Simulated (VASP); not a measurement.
# Co (P6/mmm) in VASP: a series of runs

The runs below take Co through single point, with LDA.

Everything below comes from runs of VASP 6.6.1. Logs are shortened: lines on timing, memory, paths and dates and some standing lists are left out, and cuts for length are marked.

### 1 The cell of the first run

It takes space group P6/mmm (No. 191, hexagonal). The conventional cell has a = 3.803 Å, b = 3.803 Å, c = 2.345 Å, α = 90.00°, β = 90.00°, γ = 120.00°. Within 3.1 Å of Co (site symmetry 6/mmm) lie 14 Co at 2.34 to 2.49 Å. Within 2.9 Å of Co (site symmetry -6m2) lie 11 Co at 2.20 to 2.49 Å.

### 2 Single point, LDA, collinear spin, ferromagnetic start (volume scaled by 0.96)

Input file INCAR:

```
SYSTEM = Co
ALGO = Normal
EDIFF = 1E-6
ENCUT = 520
GGA = CA
ISIF = 2
ISMEAR = -1
ISPIN = 2
LASPH = .True.
LCHARG = .False.
LMAXMIX = 4
LORBIT = 11
LREAL = .False.
LWAVE = .False.
MAGMOM = 1.577 1.603 1.603
NBANDS = 24
NELM = 150
PREC = Accurate
SIGMA = 0.05
```

Input file KPOINTS:

```
k-points
0
Gamma
  11 11 15
  0 0 0
```

Input file POSCAR:

```
Co
1.0
    3.8034939335      0.0000000000      0.0000000000
   -1.9017469668      3.2939223695      0.0000000000
    0.0000000000      0.0000000000      2.3445860039
Co
3
Direct
    0.0000000000      0.0000000000      0.0000000000
    0.3333333333      0.6666666667      0.5000000000
    0.6666666667      0.3333333333      0.5000000000
```

Potentials or basis: VASP PAW LDA potentials, release 64 (Co).

Run with:

```bash
cat potpaw_LDA.64/Co/POTCAR > POTCAR
mpirun -np 1 vasp_std > vasp.out
```

OUTCAR:

```text
SYSTEM = Co
   EDIFF = 1E-6
   ENCUT = 520
   GGA = CA
   ISIF = 2
   ISMEAR = -1
   ISPIN = 2
   LASPH = .True.
   LORBIT = 11
   LREAL = .False.
   NELM = 150
   PREC = Accurate

 ion  position               nearest neighbor table
   1  0.000  0.000  0.000-   2 2.49   3 2.49   2 2.49   3 2.49   2 2.49   2 2.49   3 2.49   3 2.49
                             3 2.49   3 2.49   2 2.49   2 2.49
   2  0.333  0.667  0.500-   3 2.20   3 2.20   3 2.20   1 2.49   1 2.49   1 2.49   1 2.49   1 2.49
                             1 2.49
   3  0.667  0.333  0.500-   2 2.20   2 2.20   2 2.20   1 2.49   1 2.49   1 2.49   1 2.49   1 2.49
                             1 2.49

  LATTYP: Found a hexagonal cell.
 ALAT       =     3.8034939335
 C/A-ratio  =     0.6164295369

  Lattice vectors:

 A1 = (   3.8034939335,   0.0000000000,   0.0000000000)
 A2 = (  -1.9017469668,   3.2939223695,   0.0000000000)
 A3 = (   0.0000000000,   0.0000000000,   2.3445860039)

Analysis of symmetry for initial positions (statically):
=====================================================================
 Subroutine PRICEL returns:
 Original cell was already a primitive cell.

 Routine SETGRP: Setting up the symmetry group for a
 hexagonal supercell.

 Subroutine GETGRP returns: Found 24 space group operations
 (whereof 24 operations were pure point group operations)
 out of a pool of 24 trial point group operations.

The static configuration has the point symmetry D_6h.

Analysis of symmetry for dynamics (positions and initial velocities):
=====================================================================
 Subroutine PRICEL returns:
 Original cell was already a primitive cell.

 Routine SETGRP: Setting up the symmetry group for a
 hexagonal supercell.

 Subroutine GETGRP returns: Found 24 space group operations
 (whereof 24 operations were pure point group operations)
 out of a pool of 24 trial point group operations.

The dynamic configuration has the point symmetry D_6h.

Analysis of structural, dynamic, and magnetic symmetry:
=====================================================================
 Subroutine PRICEL returns:
 Original cell was already a primitive cell.

 Routine SETGRP: Setting up the symmetry group for a
 hexagonal supercell.

 Subroutine GETGRP returns: Found 24 space group operations
 (whereof 24 operations were pure point group operations)
 out of a pool of 24 trial point group operations.

The overall configuration has the point symmetry D_6h.

 Subroutine INISYM returns: Found 24 space group operations
 (whereof 24 operations are pure point group operations),
 and found     1 'primitive' translations

[... 124 lines left out ...]
   IVDW    =     0    specifies the selected vdW correction
   LEPSILON=     F    determine dielectric tensor
   LRPA    =     F    only Hartree local field effects (RPA)
 spin polarized calculation
  energy-cutoff  :      520.00
  volume of cell :       29.37
 maximum number of plane-waves:       804
   NGX = 15   NGY = 15   NGZ =  9

 number of electron      27.0000002 magnetization       4.3759820

 Free energy of the ion-electron system (eV)
  ---------------------------------------------------
  ext. energy  EPLUGINS =         0.00000000
  ---------------------------------------------------
  free energy    TOTEN  =       -24.05251804 eV

  energy without entropy =      -24.03001834  energy(sigma->0) =      -24.04126819

 E-fermi :  11.5854     XC(G=0): -14.3416

 val. band max:       11.5844596778   @ k =   0.1818  -0.0000   0.4000
 cond. band min:      11.5875066389   @ k =   0.2727   0.2727   0.4667
 fundamental gap:      0.0030469612
 Fermi energy:        11.5854130337

 spin component 1

 k-point     1 :       0.0000    0.0000    0.0000
  band No.  band energies     occupation
      1       1.9491      1.00000
      2       6.4071      1.00000
      3       7.8934      1.00000
      4       7.8934      1.00000
      5       7.9477      1.00000
      6       7.9477      1.00000
[... 637 lines left out ...]
     23      28.8167      0.00000
     24      34.0791      0.00000

 [... further k-points ...]

 spin component 2

 k-point     1 :       0.0000    0.0000    0.0000
  band No.  band energies     occupation
      1       2.1532      1.00000
      2       7.3862      1.00000
      3       8.8894      1.00000
      4       8.8894      1.00000
      5       8.9019      1.00000
      6       8.9019      1.00000
[... 637 lines left out ...]
     23      29.2010      0.00000
     24      34.3397      0.00000

 [... further k-points ...]

------------------------ aborting loop because EDIFF is reached ----------------------------------------

  FORCE on cell =-STRESS in cart. coord.  units (eV):
  Direction    XX          YY          ZZ          XY          YZ          ZX
  --------------------------------------------------------------------------------------
  -------------------------------------------------------------------------------------
  Total        1.8296458      1.8296458      1.4012795     -0.0000000     -0.0000000      0.0000000
  in kB       99.7965112     99.7965112     76.4316247     -0.0000000     -0.0000000      0.0000000
  external PRESSURE =      92.0082157 kB  Pullay stress =       0.0000000 kB

 VOLUME and BASIS-vectors are now :
 -----------------------------------------------------------------------------
  energy-cutoff  :      520.00
  volume of cell :       29.37
      direct lattice vectors                 reciprocal lattice vectors
     3.803493933  0.000000000  0.000000000     0.262916155  0.151794713  0.000000000
    -1.901746967  3.293922370  0.000000000     0.000000000  0.303589426  0.000000000
     0.000000000  0.000000000  2.344586004     0.000000000  0.000000000  0.426514531

 POSITION                                       TOTAL-FORCE (eV/Angst)
 -----------------------------------------------------------------------------------
      0.00000      0.00000      0.00000        -0.000000      0.000000      0.000000
     -0.00000      2.19595      1.17229        -0.000000      0.000000      0.000000
      1.90175      1.09797      1.17229         0.000000     -0.000000     -0.000000
 -----------------------------------------------------------------------------------
    total drift:                                0.000000      0.000000     -0.000000

  FREE ENERGIE OF THE ION-ELECTRON SYSTEM (eV)
  ---------------------------------------------------
  free  energy   TOTEN  =       -24.0525180350 eV

  energy  without entropy=      -24.0300183395  energy(sigma->0) =      -24.04126819

 total charge

# of ion       s       p       d       tot
------------------------------------------
    1        0.514   0.593   7.341   8.448
    2        0.550   0.624   7.386   8.560
    3        0.550   0.624   7.386   8.560
--------------------------------------------------
tot          1.615   1.840  22.113  25.568

 magnetization (x)

# of ion       s       p       d       tot
------------------------------------------
    1       -0.006  -0.037   1.518   1.476
    2       -0.008  -0.029   1.470   1.433
    3       -0.008  -0.029   1.470   1.433
--------------------------------------------------
tot         -0.023  -0.095   4.459   4.342
```

OSZICAR:

```text
N       E                     dE             d eps       ncg     rms          rms(c)
DAV:   1     0.153929432021E+03    0.15393E+03   -0.11354E+04 12840   0.152E+03
DAV:   2    -0.192535213611E+02   -0.17318E+03   -0.16087E+03 12352   0.280E+02
DAV:   3    -0.272423411407E+02   -0.79888E+01   -0.77293E+01 14072   0.826E+01
DAV:   4    -0.273836950690E+02   -0.14135E+00   -0.14127E+00 17368   0.939E+00
DAV:   5    -0.273864260315E+02   -0.27310E-02   -0.27308E-02 15760   0.118E+00    0.208E+01
DAV:   6    -0.248553942998E+02    0.25310E+01   -0.17185E+01 14368   0.710E+01    0.120E+01
DAV:   7    -0.304143056772E+02   -0.55589E+01   -0.34708E+01 14680   0.106E+02    0.363E+01
DAV:   8    -0.240146523338E+02    0.63997E+01   -0.23126E+01 15096   0.526E+01    0.468E+00
DAV:   9    -0.240498791603E+02   -0.35227E-01   -0.39195E-01 13848   0.642E+00    0.278E+00
DAV:  10    -0.240551760474E+02   -0.52969E-02   -0.29836E-02 17280   0.255E+00    0.116E+00
DAV:  11    -0.240520317497E+02    0.31443E-02   -0.98539E-03 20448   0.119E+00    0.428E-01
DAV:  12    -0.240523341063E+02   -0.30236E-03   -0.12383E-03 16320   0.418E-01    0.248E-01
DAV:  13    -0.240525164427E+02   -0.18234E-03   -0.42553E-04 19160   0.219E-01    0.606E-02
DAV:  14    -0.240525175465E+02   -0.11038E-05   -0.39974E-05 15464   0.856E-02    0.178E-02
DAV:  15    -0.240525180350E+02   -0.48852E-06   -0.37365E-06 11560   0.219E-02
   1 F= -.24052518E+02 E0= -.24041268E+02  d E =-.224997E-01  mag=     4.3781
```

It took 6.3 min on 1 thread of AMD EPYC 7R13, shared host; peak memory 0.19 GiB.

Results:

| Property | Result |
| --- | --- |
| Free energy | -24.0525 eV |
| Pressure | 9.2 GPa |
| Net moment | 4.38 μB per cell |
| Site moments | Co +1.48, +1.43 μB |
| Valence electrons inside the program's atomic spheres | Co 8.45, 8.56 |

### 3 Single point, LDA (volume scaled by 0.88)

Input file INCAR:

```
PREC     = Accurate       # precision mode
ENCUT    = 600            # plane-wave cutoff, eV
EDIFF    = 1E-6           # SCF threshold, eV
ISMEAR   = -1             # smearing method
SIGMA    = 0.1            # smearing width, eV
LREAL    = F              # projectors in reciprocal space
LASPH    = T              # aspherical terms in the spheres
NELM     = 120            # most SCF steps
ALGO     = Normal         # electronic algorithm
ISIF     = 2              # what is computed and relaxed
LWAVE    = F              # write WAVECAR
LCHARG   = F              # write CHGCAR
GGA      = CA             # functional
NBANDS   = 20             # bands
GGA_COMPAT= F
```

Input file KPOINTS:

```
regular mesh
0
Gamma
  11 11 15
```

Input file POSCAR:

```
Co
1.0
    3.6573483412      0.0000000000      0.0000000000
   -1.8286741706      3.1673565739      0.0000000000
    0.0000000000      0.0000000000      2.2390099352
Co
3
Direct
    0.0000000000      0.0000000000      0.0000000000
    0.3333333333      0.6666666667      0.5000000000
    0.6666666667      0.3333333333      0.5000000000
```

Potentials or basis: VASP PAW LDA potentials, release 64 (Co).

Run with:

```bash
cat potpaw_LDA.64/Co/POTCAR > POTCAR
mpirun -np 1 vasp_std > vasp.out
```

OUTCAR:

```text
PREC = Accurate
   ENCUT = 600
   EDIFF = 1E-6
   ISMEAR = -1
   LREAL = F
   LASPH = T
   NELM = 120
   ISIF = 2
   GGA = CA

 ion  position               nearest neighbor table
   1  0.000  0.000  0.000-   2 2.39   3 2.39   2 2.39   3 2.39   2 2.39   2 2.39   3 2.39   3 2.39
                             3 2.39   3 2.39   2 2.39   2 2.39
   2  0.333  0.667  0.500-   3 2.11   3 2.11   3 2.11   1 2.39   1 2.39   1 2.39   1 2.39   1 2.39
                             1 2.39   3 3.08   3 3.08   3 3.08   3 3.08   3 3.08   3 3.08
   3  0.667  0.333  0.500-   2 2.11   2 2.11   2 2.11   1 2.39   1 2.39   1 2.39   1 2.39   1 2.39
                             1 2.39   2 3.08   2 3.08   2 3.08   2 3.08   2 3.08   2 3.08

  LATTYP: Found a hexagonal cell.
 ALAT       =     3.6573483412
 C/A-ratio  =     0.6121948817

  Lattice vectors:

 A1 = (   3.6573483412,   0.0000000000,   0.0000000000)
 A2 = (  -1.8286741706,   3.1673565739,   0.0000000000)
 A3 = (   0.0000000000,   0.0000000000,   2.2390099352)

Analysis of symmetry for initial positions (statically):
=====================================================================
 Subroutine PRICEL returns:
 Original cell was already a primitive cell.

[... 172 lines left out ...]

 val. band max:       13.7443988745   @ k =   0.3636   0.0909   0.1333
 cond. band min:      13.7471572986   @ k =   0.1818  -0.0000   0.4667
 fundamental gap:      0.0027584241
 Fermi energy:        13.7453469822

 k-point     1 :       0.0000    0.0000    0.0000
  band No.  band energies     occupation
      1       3.4011      2.00000
      2       8.1982      2.00000
      3       9.9639      2.00000
      4       9.9639      2.00000
      5       9.9849      2.00000
      6       9.9849      2.00000
[... 541 lines left out ...]
     19      24.0436      0.00000
     20      25.7661      0.00000

 [... further k-points ...]

------------------------ aborting loop because EDIFF is reached ----------------------------------------

  FORCE on cell =-STRESS in cart. coord.  units (eV):
  Direction    XX          YY          ZZ          XY          YZ          ZX
  --------------------------------------------------------------------------------------
  -------------------------------------------------------------------------------------
  Total        8.0604291      8.0604291      7.7160536      0.0000000     -0.0000000      0.0000000
  in kB      497.9083861    497.9083861    476.6356393      0.0000000     -0.0000000      0.0000000
  external PRESSURE =     490.8174705 kB  Pullay stress =       0.0000000 kB

 VOLUME and BASIS-vectors are now :
 -----------------------------------------------------------------------------
  energy-cutoff  :      600.00
  volume of cell :       25.94
      direct lattice vectors                 reciprocal lattice vectors
     3.657348341  0.000000000  0.000000000     0.273422137  0.157860345  0.000000000
    -1.828674171  3.167356574  0.000000000     0.000000000  0.315720689  0.000000000
     0.000000000  0.000000000  2.239009935     0.000000000  0.000000000  0.446625977

 POSITION                                       TOTAL-FORCE (eV/Angst)
 -----------------------------------------------------------------------------------
      0.00000      0.00000      0.00000        -0.000000      0.000000     -0.000000
     -0.00000      2.11157      1.11950         0.000000     -0.000000     -0.000000
      1.82867      1.05579      1.11950        -0.000000      0.000000      0.000000
 -----------------------------------------------------------------------------------
    total drift:                               -0.000000      0.000000      0.000000

  FREE ENERGIE OF THE ION-ELECTRON SYSTEM (eV)
  ---------------------------------------------------
  free  energy   TOTEN  =       -23.2996075942 eV

  energy  without entropy=      -23.0691011232  energy(sigma->0) =      -23.18435436
```

OSZICAR:

```text
N       E                     dE             d eps       ncg     rms          rms(c)
DAV:   1     0.170069540071E+03    0.17007E+03   -0.13053E+04  5416   0.209E+03
DAV:   2    -0.190614445413E+02   -0.18913E+03   -0.17987E+03  5120   0.341E+02
DAV:   3    -0.266588580233E+02   -0.75974E+01   -0.73235E+01  5396   0.100E+02
DAV:   4    -0.267826076100E+02   -0.12375E+00   -0.12368E+00  7160   0.111E+01
DAV:   5    -0.267851644927E+02   -0.25569E-02   -0.25568E-02  6336   0.147E+00    0.237E+01
DAV:   6    -0.254061168041E+02    0.13790E+01   -0.30212E+01  5616   0.907E+01    0.185E+01
DAV:   7    -0.303770806789E+02   -0.49710E+01   -0.57752E+01  5792   0.156E+02    0.327E+01
DAV:   8    -0.233379811782E+02    0.70391E+01   -0.24231E+01  6072   0.710E+01    0.313E+00
DAV:   9    -0.233184982163E+02    0.19483E-01   -0.48468E-01  5444   0.826E+00    0.156E+00
DAV:  10    -0.232999827383E+02    0.18515E-01   -0.26442E-02  7292   0.209E+00    0.464E-01
DAV:  11    -0.232995690776E+02    0.41366E-03   -0.34507E-03  5380   0.785E-01    0.217E-01
DAV:  12    -0.232996134785E+02   -0.44401E-04   -0.22792E-04  6020   0.220E-01    0.838E-02
DAV:  13    -0.232996134302E+02    0.48329E-07   -0.63881E-05  7184   0.120E-01    0.331E-02
DAV:  14    -0.232996072568E+02    0.61734E-05   -0.20796E-05  5112   0.769E-02    0.642E-03
DAV:  15    -0.232996075942E+02   -0.33736E-06   -0.33761E-06  3272   0.298E-02
   1 F= -.23299608E+02 E0= -.23184354E+02  d E =-.230506E+00
```

stdout:

```text
POSCAR found type information on POSCAR Co
 POSCAR found :  1 types and       3 ions
 scaLAPACK will be used
 LDA part: xc-table for (Slater(with rela. corr.)+CA(PZ))
 , standard interpolation
 POSCAR, INCAR and KPOINTS ok, starting setup
 FFT: planning ... GRIDC
 FFT: planning ... GRID_SOFT
 FFT: planning ... GRID
 WAVECAR not read
 entering main loop
```

Run time: 72 s. Hardware: 1 thread of Intel Xeon 6975P-C, shared host; peak memory 0.18 GiB.

What came out:

| Quantity | Value |
| --- | --- |
| Free energy | -23.2996 eV |
| Pressure | 49.1 GPa |

Stress tensor (GPa, compression positive):
```
49.79  0.00  0.00
 0.00 49.79  0.00
 0.00  0.00 47.66
```

Levels at points of the mesh, in eV from the Fermi level:
| k point | band 12 | band 13 | band 14 | band 15 | band 16 | band 17 |
| --- | --- | --- | --- | --- | --- | --- |
| (0.00, 0.00, 0.00) | -1.30 | -1.28 | -1.28 | 0.61 | 0.61 | 8.29 |

Caveat: the run has no spin polarisation, though such a crystal can be magnetic.

[end of part 1 of 2]
